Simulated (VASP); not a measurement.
A run of VASP 6.6.1 is set up as follows.

The input INCAR:

```
PREC = Accurate ; ENCUT = 520
EDIFF = 1E-7 ; ISMEAR = 0
SIGMA = 0.02 ; LREAL = Auto
LASPH = True ; NELM = 100
ALGO = Normal ; ISIF = 2
LWAVE = False ; LCHARG = False
GGA = PE ; IVDW = 12
IBRION = 2 ; NSW = 80
EDIFFG = -0.03 ; NELECT = 120.0
KPAR = 2
```

Contents of KPOINTS:

```
Automatic mesh
0
Gamma
  3 3 3
```

POSCAR

```
Si8NO14
1.0
   -4.1246000000     -4.1246000000      0.0000000000
    4.1246000000     -4.1246000000      0.0000000000
    0.0000000000      0.0000000000      5.2948000000
Si O N
8 14 1
Direct
    0.4896387000      0.5042257000     -0.0098146000
   -0.0026504000      0.5009813000      0.2593116000
    0.5032039000      0.5071326000      0.4964415000
    0.0006554000      0.5087139000      0.7513850000
    0.0012867000     -0.0059765000      0.0079459000
    0.5079128000     -0.0024372000      0.2602145000
    0.0026884000      0.0020163000      0.5088886000
    0.4988448000     -0.0056477000      0.7465437000
    0.1960823000      0.4977714000     -0.0081449000
   -0.0065111000      0.2001683000      0.2511317000
    0.8013936000      0.5070026000     -0.0048709000
   -0.0016033000      0.8023205000      0.2441159000
    0.1888662000      0.5025787000      0.5090744000
    0.8094991000      0.5084363000      0.4998796000
    0.7051935000      0.0032852000     -0.0025216000
    0.5056358000      0.6924293000      0.2526332000
    0.3033544000     -0.0051801000     -0.0067276000
    0.4980286000      0.3081957000      0.2531935000
    0.7016156000      0.0021599000      0.4894821000
    0.4872779000      0.6925634000      0.7547908000
    0.2941193000      0.0011179000      0.5040674000
    0.4978520000      0.2991745000      0.7517618000
    0.0043892000      0.8137997000      0.7572547000
```

Potentials or basis: VASP PAW PBE potentials, release 64 (Si, O, N).

Command:

```bash
$ cat potpaw_PBE.64/Si/POTCAR potpaw_PBE.64/O/POTCAR potpaw_PBE.64/N/POTCAR > POTCAR
$ mpirun -np 2 vasp_std > vasp.out
```

Q: Estimate the energy gained by relaxing.

A: 131.9 meV/atom.

Q: Predict the dispersion energy per atom.

A: -0.250 eV.

Final structure:
```
CELL_PARAMETERS angstrom
-4.12460 -4.12460 0.00000
4.12460 -4.12460 0.00000
0.00000 0.00000 5.29480
ATOMIC_POSITIONS crystal
Si 0.49922 0.50296 0.99904
Si 0.99930 0.47934 0.25064
Si 0.49914 0.50299 0.50253
Si 0.99919 0.55151 0.75072
Si 0.99971 0.97751 0.01887
Si 0.49954 0.01270 0.25068
Si 0.99975 0.97746 0.48234
Si 0.49960 0.00634 0.75074
O 0.19045 0.48552 0.99297
O 0.99927 0.18311 0.25066
O 0.80801 0.48627 0.99320
O 0.00001 0.78329 0.25062
O 0.19043 0.48553 0.50839
O 0.80793 0.48640 0.50821
O 0.69854 0.01253 0.00157
O 0.49871 0.70265 0.25073
O 0.30065 0.01324 0.00150
O 0.49955 0.31338 0.25078
O 0.69852 0.01252 0.49987
O 0.49902 0.70143 0.75075
O 0.30065 0.01318 0.49987
O 0.49975 0.30780 0.75074
N 0.99984 0.83717 0.75064
```

Caveat: the cell carries a net charge on a neutralising background, which shifts energy and pressure.
